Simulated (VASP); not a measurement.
Wanted: the native input for a VASP 6.6.1 run.

* Task: single point
* Functional: PBE
* Potentials or basis: VASP PAW PBE potentials, release 64 (Sn_d, O)
* Cutoff: 520 eV
* k mesh: 7 × 7 × 6
* Occupations: fermi-dirac, width 0.05 eV
* Spin: no spin polarisation
* Dipole correction: no
* Further INCAR settings: ALGO = Normal; EDIFF = 1e-06; NBANDS = 28

The structure of SnO lies in POSCAR:

```
SnO
1.0
    3.8684194973      0.0000000000      0.0000000000
    0.0000000000      3.8684194973      0.0000000000
    0.0000000000      0.0000000000      5.0707749988
Sn O
2 2
Direct
    0.5000000000      0.0000000000      0.7714490805
    0.0000000000      0.5000000000      0.2285509195
    0.0000000000      0.0000000000      0.0000000000
    0.5000000000      0.5000000000      0.0000000000
```

One way to write it, as run:

INCAR

```
SYSTEM = SnO
PREC = Accurate
ENCUT = 520
EDIFF = 1E-6
ISMEAR = -1
SIGMA = 0.05
LREAL = .False.
LASPH = .True.
NELM = 100
ALGO = Normal
ISIF = 2
LWAVE = .False.
LCHARG = .False.
GGA = PE
NBANDS = 28
```

KPOINTS

```
Automatic mesh
0
Gamma
  7 7 6
  0 0 0
```

Potentials or basis: VASP PAW PBE potentials, release 64 (Sn_d, O).

Command:

```sh
$ cat potpaw_PBE.64/Sn_d/POTCAR potpaw_PBE.64/O/POTCAR > POTCAR
$ mpirun -np 1 vasp_std > vasp.out
```

It gave:

```yaml
Pressure: 0.2 GPa
Largest_force: 0.080 eV/Å
Band_gap_on_the_k_mesh: 0.73 eV (least direct gap 1.91 eV)
```

Caveat: spin-orbit coupling is left out, which moves the levels of the heavy elements; an odd mesh through Γ misses points on the zone boundary, where band edges can lie.

Wall time 34 s on 1 thread of Intel(R) Xeon(R) 6975P-C (Granite Rapids) (shared host), peak memory 0.22 GiB.
